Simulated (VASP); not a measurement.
P, 1 atom in the cell. Symmetry: Cmmm, No. 65, orthorhombic system. The conventional cell has a = 3.353 Å, b = 3.456 Å, c = 2.407 Å, α = 90.00°, β = 90.00°, γ = 90.00°. Within 3.2 Å of P (site symmetry mmm) lie 6 P at 2.41 Å.  This cell differs from its parent crystal: strain -0.0300 x Voigt [0, 0, 0, 0, 1, 0].

```yaml
Program: VASP 6.6.1
Task: single point
Functional: PBE
Dispersion: D3(BJ)
Potentials_or_basis: VASP PAW PBE potentials, release 64 (P)
Cutoff: 520 eV
k_mesh: 24 × 24 × 24
Occupations: gaussian, width 0.15 eV
Spin: no spin polarisation
Dipole_correction: no
Further_INCAR_settings: ALGO = Normal; EDIFF = 1e-06; NBANDS = 8
```

Potentials or basis: VASP PAW PBE potentials, release 64 (P).

Command:

```console
$ cat potpaw_PBE.64/P/POTCAR > POTCAR
$ mpirun -np 1 vasp_std > vasp.out
```

Hardware: 1 thread of Intel(R) Xeon(R) 6975P-C (Granite Rapids) (shared host).

Problem. How long does it take, and how much memory?

Solution. Wall time 95 s on 1 thread of Intel(R) Xeon(R) 6975P-C (Granite Rapids) (shared host), peak memory 0.43 GiB. Counts: scf iterations 10, k points 3770.
